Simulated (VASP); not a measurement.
Write the native input for VASP 6.6.1 that does the following.

| Property | Result |
| --- | --- |
| Task | single point |
| Functional | PBEsol |
| Potentials or basis | VASP PAW PBE potentials, release 64 (K_sv, Cl) |
| Cutoff | 520 eV |
| k mesh | 6 × 6 × 6 |
| Occupations | gaussian, width 0.05 eV |
| Spin | no spin polarisation |
| Dipole correction | no |
| Further INCAR settings | ALGO = Normal; EDIFF = 1e-06; NBANDS = 24 |

The structure of KCl lies in POSCAR:

```
KCl
1.0
    0.0000000000     -3.1207041401     -2.9749672567
   -3.1207041401      0.0000000000     -2.9749672567
    3.1207041401      3.1207041401     -5.9499345136
K Cl
2 2
Direct
    0.5000000000      0.5000000000      0.5000000000
    0.0000000000      1.0000000000      0.0000000000
    0.7939847428      0.7698114908      0.7500000000
    0.2060152572      0.2301885092      0.2500000000
```

This cell differs from its parent crystal: atoms displaced along a vibrational mode, the cell strained.

One way to write it, as run:

INCAR

```
SYSTEM = KCl
ALGO = Normal
EDIFF = 1E-6
ENCUT = 520
GGA = PS
ISIF = 2
ISMEAR = 0
LASPH = .TRUE.
LCHARG = .FALSE.
LREAL = .FALSE.
LWAVE = .FALSE.
NBANDS = 24
NELM = 80
PREC = Accurate
SIGMA = 0.05
```

KPOINTS

```
k-points
0
G
  6 6 6
  0 0 0
```

Potentials or basis: VASP PAW PBE potentials, release 64 (K_sv, Cl).

Run with:

```console
$ cat potpaw_PBE.64/K_sv/POTCAR potpaw_PBE.64/Cl/POTCAR > POTCAR
$ mpirun -np 1 vasp_std > vasp.out
```

It gave:

| Quantity | Value |
| --- | --- |
| Pressure | 1.9 GPa |
| Largest force | 0.649 eV/Å |
| Band gap on the k mesh | 5.14 eV |

Caveat: the cell differs from its parent crystal (atoms displaced along a vibrational mode, the cell strained); the PAW data sets were made with another functional, which shifts forces and pressure a little.

Wall time 2.9 min on 1 thread of Intel(R) Xeon(R) Platinum 8375C CPU @ 2.90GHz (Ice Lake) (shared host), peak memory 0.4 GiB.
